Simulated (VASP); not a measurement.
Runs of VASP 6.6.1 on SiC. The structure is that of space group P6_3mc (No. 186), or close to it. The cells are those of the table. 

```csv
cell,gap on the mesh (eV),pressure (GPa),largest force (eV/Å)
"a = 3.126, b = 3.126, c = 5.131 Å, angles 90.0, 90.0, 120.0°, 4 atoms",2.35,-6.5,0.04
"a = 3.075, b = 3.075, c = 5.048 Å, angles 90.0, 90.0, 120.0°, 4 atoms",(a),(d),0.03
"a = 2.969, b = 2.969, c = 4.874 Å, angles 90.0, 90.0, 120.0°, 4 atoms",2.07,32.8,0.02
"a = 3.175, b = 3.175, c = 5.211 Å, angles 90.0, 90.0, 120.0°, 4 atoms",(b),-14.4,0.04
"a = 3.023, b = 3.023, c = 4.963 Å, angles 90.0, 90.0, 120.0°, 4 atoms",2.17,(c),0.03
```

Alike in all rows: task single point; level PBE; potentials or basis VASP PAW PBE potentials, release 64 (Si, C); no spin polarisation; k mesh 6 × 6 × 2; cutoff (eV) 520; smearing gaussian 0.01 eV.

Problem. Estimate the missing entries.

Solution. (a) 2.27; (b) 2.43; (c) 16.4; (d) 3.6.

Caveats: all runs use coarse meshes.

A k mesh can miss the band edges.
